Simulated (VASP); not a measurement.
Here is a VASP 6.6.1 calculation.

Contents of INCAR:

```
SYSTEM = ZnGe2N2
PREC = Accurate
ENCUT = 520
EDIFF = 1E-7
ISMEAR = 0
SIGMA = 0.1
LREAL = .False.
LASPH = .True.
NELM = 100
ALGO = Normal
ISIF = 2
LWAVE = .False.
LCHARG = .False.
GGA = PE
NBANDS = 33
```

Contents of KPOINTS:

```
Automatic mesh
0
Gamma
  6 6 4
  0 0 0
```

File POSCAR:

```
ZnGe2N2
1.0
    3.9811997772      0.0000000000      0.0000000000
   -1.9905998886      3.4478201446      0.0000000000
    0.0000000000      0.0000000000      5.0839754706
Zn Ge N
1 2 2
Direct
    0.3333333333      0.6666666667      0.5000000000
    0.0000000000      0.0000000000      0.0000000000
    0.0000000000      0.0000000000      0.5000000000
    0.6666666667      0.3333333333      0.5000000000
    0.3333333333      0.6666666667      0.0000000000
```

Potentials or basis: VASP PAW PBE potentials, release 64 (Zn, Ge_d, N).

Launch:

```bash
$ cat potpaw_PBE.64/Zn/POTCAR potpaw_PBE.64/Ge_d/POTCAR potpaw_PBE.64/N/POTCAR > POTCAR
$ mpirun -np 1 vasp_std > vasp.out
```

(1) Estimate the band gap on the k mesh.

(2) What does it give for the pressure?

## Answers

(1) zero (bands 25 and 26 overlap by 0.73 eV).

(2) 0.3 GPa.
